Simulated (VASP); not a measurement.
K:

```
CELL_PARAMETERS angstrom
4.25485 0.00000 0.00000
0.00000 4.25485 0.00000
0.00000 0.00000 4.25485
ATOMIC_POSITIONS crystal
K 0.00000 0.00000 0.00000
```

This isn't the form of K at room conditions, which is bcc.

- Program: VASP 6.6.1
- Task: relaxation of cell and atoms
- Functional: RPBE
- Potentials or basis: VASP PAW PBE potentials, release 64 (K_sv)
- Cutoff: 600 eV
- k mesh: 8 × 8 × 8
- Occupations: fermi-dirac, width 0.1 eV
- Spin: no spin polarisation

At the start: pressure 0.3 GPa; volume 77.03 Å³/atom.

Task: How do energy, volume and symmetry change on relaxing?

Result: Over 4 steps the energy falls by 9.3 meV/atom and the volume is 86.30 Å³/atom (+12.0 %); space group Pm-3m (No. 221, to 0.1 Å) before and after.

Step by step:
```csv
step,energy change (eV),largest force (eV/Å),pressure (GPa),volume (Å³)
1,0.0000,0.0000,0.35,77.03
2,-0.0036,0.0000,0.26,78.91
3,-0.0091,0.0000,0.05,84.73
4,-0.0093,0.0000,0.00,86.30
```

Final structure:
```cif
data_structure
_symmetry_space_group_name_H-M 'P 1'
_symmetry_Int_Tables_number 1
_cell_length_a 4.4191
_cell_length_b 4.4191
_cell_length_c 4.4191
_cell_angle_alpha 90.000
_cell_angle_beta 90.000
_cell_angle_gamma 90.000
_cell_volume 86.30
loop_
_atom_site_label
_atom_site_type_symbol
_atom_site_fract_x
_atom_site_fract_y
_atom_site_fract_z
_atom_site_occupancy
K1 K 0.00000 0.00000 0.00000 1
```

Caveat: the PAW data sets were made with another functional, which shifts forces and pressure a little.
